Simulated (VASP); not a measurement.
Input of a VASP 6.6.1 run:

File POSCAR:

```
MgI2
1.0
    0.0000000000      3.7557205885      3.7557205885
    3.7557205885      0.0000000000      3.7557205885
    3.7557205885      3.7557205885      0.0000000000
Mg I
1 2
Direct
    0.0000000000      0.0000000000      0.0000000000
    0.2500000000      0.2500000000      0.2500000000
    0.7500000000      0.7500000000      0.7500000000
```

INCAR.step1

```
PREC = Accurate
ENCUT = 520
EDIFF = 1E-5
ISMEAR = 0
SIGMA = 0.01
LREAL = False
LASPH = True
NELM = 60
ALGO = Normal
ISIF = 2
LWAVE = True
LCHARG = False
GGA = PE
NBANDS = 15
```

INCAR.step2

```
PREC = Accurate
ENCUT = 520
EDIFF = 1E-6
ISMEAR = 0
SIGMA = 0.01
LREAL = False
LASPH = True
NELM = 60
ALGO = Normal
ISIF = 2
LWAVE = False
LCHARG = False
GGA = PE
LHFCALC = True
AEXX = 0.15
PRECFOCK = Normal
ISTART = 1
NBANDS = 15
```

Contents of KPOINTS:

```
regular mesh
0
Gamma
  4 4 4
```

Potentials or basis: VASP PAW PBE potentials, release 64 (Mg, I).

Command:

```sh
$ cat potpaw_PBE.64/Mg/POTCAR potpaw_PBE.64/I/POTCAR > POTCAR
$ cp INCAR.step1 INCAR
$ mpirun -np 1 vasp_std > vasp.out
$ cp INCAR.step2 INCAR
$ mpirun -np 1 vasp_std > vasp.out
```

Q: What does it give for the pressure?

A: -0.3 GPa.

Q: Predict the band gap on the k mesh.

A: 1.44 eV (least direct gap 1.92 eV).

Caveat: the structure was generated, so it needn't be the stable form of MgI2; the PAW data sets were made with another functional, which shifts forces and pressure a little; spin-orbit coupling is left out, which moves the levels of the heavy elements. A k mesh can miss the band edges.
